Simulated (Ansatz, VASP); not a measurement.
One calculation of CsPbCl3, two programs

File INCAR:

```
SYSTEM = CsPbCl3
PREC = Accurate ; ENCUT = 520
EDIFF = 1E-7 ; ISMEAR = -1
SIGMA = 0.02 ; LREAL = .False.
LASPH = .True. ; NELM = 80
ALGO = Normal ; ISIF = 2
LWAVE = .False. ; LCHARG = .False.
GGA = PE ; NBANDS = 30
```

The input KPOINTS:

```
regular mesh
0
Gamma
  4 4 4
  0 0 0
```

The input POSCAR:

```
CsPbCl3
1.0
    4.1594336706      2.4014501494      3.3959571204
   -4.1594336706      2.4014501494      3.3959571204
    0.0000000000     -4.8029002988      3.3959571203
Cs Pb Cl
1 1 3
Direct
    0.5000000000      0.5000000000      0.5000000000
    0.0000000000      0.0000000000      0.0000000000
    0.5000000000      0.0000513870      0.9999486130
    0.0000513870      0.9999486130      0.5000000000
    0.9999486130      0.5000000000      0.0000513870
```

Input for Ansatz:

```yaml
crystal:
  lattice:
    - [4.1594336706, 2.4014501494, 3.3959571204]
    - [-4.1594336706, 2.4014501494, 3.3959571204]
    - [0.0, -4.8029002988, 3.3959571203]
  atoms:
    - { symbol: Cs, position: [0.5, 0.5, 0.5] }
    - { symbol: Pb, position: [0.0, 0.0, 0.0] }
    - { symbol: Cl, position: [0.5, 5.1387e-05, 0.999948613] }
    - { symbol: Cl, position: [5.1387e-05, 0.999948613, 0.5] }
    - { symbol: Cl, position: [0.999948613, 0.5, 5.1387e-05] }
kpoints:
  mp_grid: { grid: [4, 4, 4] }
  band_path:
    path:
      - [0.0, 0.0, 0.0]
      - [2.02445e-05, 0.0, -0.4999999996]
      - [4.04881e-05, -0.5, -0.4999797559]
      - [0.5000404873, -0.5, -0.4999797559]
    npoints: 1
hamiltonian:
  xc: pbe
scf:
  occupations: { method: fermi_dirac, width: 0.02 }
  n_extra_bands: 5
output:
  forces: true
  stress: true
  eigenvalues: true
```

Change from the starting cell: hydrostatic strain +3.6%.

Alike in both runs: task single point; functional PBE; k mesh 4 × 4 × 4; occupations fermi-dirac, width 0.02 eV; no spin polarisation.

```csv
,VASP,Ansatz
version,VASP 6.6.1,Ansatz 0.2.0
potentials or method,"VASP PAW PBE potentials, release 64 (Cs_sv, Pb_d, Cl)","plane waves, PAW"
plane-wave cutoff (eV),520,420
valence electrons in the cell,44,44
```

```tsv
	VASP	Ansatz	Ansatz less VASP
gap on the k mesh at the Fermi level (eV)	2.45	2.44	-0.006
pressure (GPa)	-1.4	-1.3	+0.04
```

With one functional, cell and mesh, what is left measures potentials, basis and numerics.

Spin-orbit coupling is off throughout.
